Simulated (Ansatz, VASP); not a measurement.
Given: the input of a run of Ansatz 0.2.0 on CuAu.

input.yaml

```yaml
crystal:
  lattice:
    - [1.4526137943, 0.8386669652, 4.2843581437]
    - [-1.4526137943, 0.8386669652, 4.2843581437]
    - [0.0, -1.6773339303, 4.2843581437]
  atoms:
    - { symbol: Au, position: [0.0, 0.0, 0.0] }
    - { symbol: Cu, position: [0.5, 0.5, 0.5] }
hamiltonian:
  xc: r2scan
  pseudopotentials: { kind: paw }
kpoints:
  mp_grid: { grid: [11, 11, 11] }
scf:
  occupations: { method: fermi_dirac, width: 0.05 }
output:
  forces: true
  stress: true
  eigenvalues: true
```

Potentials or basis: Ansatz PAW.

Run with:

```sh
$ ansatz run input.yaml --threads 1 --pin off --max-ram 3584MiB --backend cpu --events-out ev --progress --plain --runs-dir out
```

Question: Set up the same calculation for VASP 6.6.1. Potentials there: VASP PAW PBE potentials, release 64 (Au, Cu).

Answer: As run (the cutoff follows the program's own potentials):

The input POSCAR:

```
CuAu
1.0
    1.4526137943      0.8386669652      4.2843581437
   -1.4526137943      0.8386669652      4.2843581437
    0.0000000000     -1.6773339303      4.2843581437
Au Cu
1 1
Direct
    0.0000000000      0.0000000000      0.0000000000
    0.5000000000      0.5000000000      0.5000000000
```

The input INCAR.step1:

```
SYSTEM = CuAu
PREC = Accurate ; ENCUT = 520
ISMEAR = -1 ; SIGMA = 0.05
LREAL = .False. ; LASPH = .True.
NELM = 100 ; NBANDS = 18
GGA = PE ; ALGO = Normal
EDIFF = 1E-4 ; LWAVE = .True.
LCHARG = .False.
```

Contents of INCAR.step2:

```
SYSTEM = CuAu
PREC = Accurate ; ENCUT = 520
EDIFF = 1E-6 ; ISMEAR = -1
SIGMA = 0.05 ; LREAL = .False.
LASPH = .True. ; NELM = 100
ALGO = Normal ; ISIF = 2
LWAVE = .False. ; LCHARG = .False.
METAGGA = R2SCAN ; LMIXTAU = .True.
NBANDS = 18 ; ISTART = 1
```

Contents of KPOINTS:

```
regular mesh
0
Gamma
  11 11 11
  0 0 0
```

Potentials or basis: VASP PAW PBE potentials, release 64 (Au, Cu).

Run with:

```sh
$ cat potpaw_PBE.64/Au/POTCAR potpaw_PBE.64/Cu/POTCAR > POTCAR
$ cp INCAR.step1 INCAR
$ mpirun -np 1 vasp_std > vasp.out
$ cp INCAR.step2 INCAR
$ mpirun -np 1 vasp_std > vasp.out
```

Both were run:

|  | VASP | Ansatz | Ansatz less VASP |
| --- | --- | --- | --- |
| gap on the k mesh at the Fermi level (eV) | none | none | - |
| pressure (GPa) | -6.9 | -7.1 | -0.16 |
| traceless stress, the component that is largest in VASP (GPa) | 0.11 | 0.03 | -0.081 |

VASP's potentials were made for PBE, not for r2SCAN. A gap of «none» marks a metal or a gap that the smearing closes. VASP's potentials hold 22 valence electrons a cell and Ansatz's 38, so a difference there can come from the potentials and not from the codes.

Spin-orbit coupling is off throughout.
